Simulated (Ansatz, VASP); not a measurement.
## One calculation of BaTiO3, two programs

POSCAR

```
BaTiO3
1.0
    2.8020110555      1.6177390319      2.2975961444
   -2.8020110555      1.6177390319      2.2975961444
    0.0000000000     -3.2354780639      2.2975961444
Ba Ti O
1 1 3
Direct
    0.0000000000      0.0000000000      0.0000000000
    0.4845000000      0.4845000000      0.4845000000
    0.5086000000      0.5086000000      0.0175000000
    0.0175000000      0.5086000000      0.5086000000
    0.5086000000      0.0175000000      0.5086000000
```

INCAR.step1

```
PREC = Accurate ; ENCUT = 660
ISMEAR = 0 ; SIGMA = 0.01
LREAL = False ; LASPH = True
NELM = 120 ; NBANDS = 28
GGA = PE ; ALGO = Normal
EDIFF = 1E-5 ; LWAVE = True
LCHARG = False ; GGA_COMPAT = False
```

INCAR.step2

```
PREC = Accurate ; ENCUT = 660
EDIFF = 1E-6 ; ISMEAR = 0
SIGMA = 0.01 ; LREAL = False
LASPH = True ; NELM = 120
ALGO = Normal ; ISIF = 2
LWAVE = False ; LCHARG = True
METAGGA = R2SCAN ; LMIXTAU = True
LELF = True ; LVHAR = True
NBANDS = 28 ; ISTART = 1
GGA_COMPAT = False
```

File KPOINTS:

```
regular mesh
0
Gamma
  6 6 6
```

Input for Ansatz:

```yaml
crystal:
  lattice:
    - [2.802011055487134, 1.6177390319470346, 2.2975961444490163]
    - [-2.802011055487134, 1.6177390319470346, 2.2975961444490163]
    - [0.0, -3.2354780638940692, 2.2975961444490163]
  atoms:
    - { symbol: Ba, position: [0.0, 0.0, 0.0] }
    - { symbol: Ti, position: [0.4845, 0.4845, 0.4845] }
    - { symbol: O, position: [0.5086, 0.5086, 0.0175] }
    - { symbol: O, position: [0.0175, 0.5086, 0.5086] }
    - { symbol: O, position: [0.5086, 0.0175, 0.5086] }
basis:
  ecutwfc: 600.0
kpoints:
  mp_grid:
    grid: [6, 6, 6]
hamiltonian:
  xc: r2scan
scf:
  occupations:
    method: fixed
output:
  stress: true
```

Alike in both runs: task single point; functional r2SCAN; k mesh 6 × 6 × 6; no spin polarisation.

|  | VASP | Ansatz |
| --- | --- | --- |
| version | VASP 6.6.1 | Ansatz 0.2.0 |
| potentials or method | VASP PAW PBE potentials, release 64 (Ba_sv, Ti_sv, O), cutoff 660 eV | plane waves, PAW |
| occupations | gaussian, width 0.01 eV | fixed |
| valence electrons in the cell | 40 | 40 |

|  | VASP | Ansatz | Ansatz less VASP |
| --- | --- | --- | --- |
| pressure (GPa) | 9.1 | 7.1 | -2.01 |
| traceless stress, the component that is largest in VASP (GPa) | -0.35 | -0.26 | +0.094 |

VASP's potentials were made for PBE, not for r2SCAN. Ansatz's warnings: structure snapped to symmetry.

Neither program's run includes spin-orbit coupling.
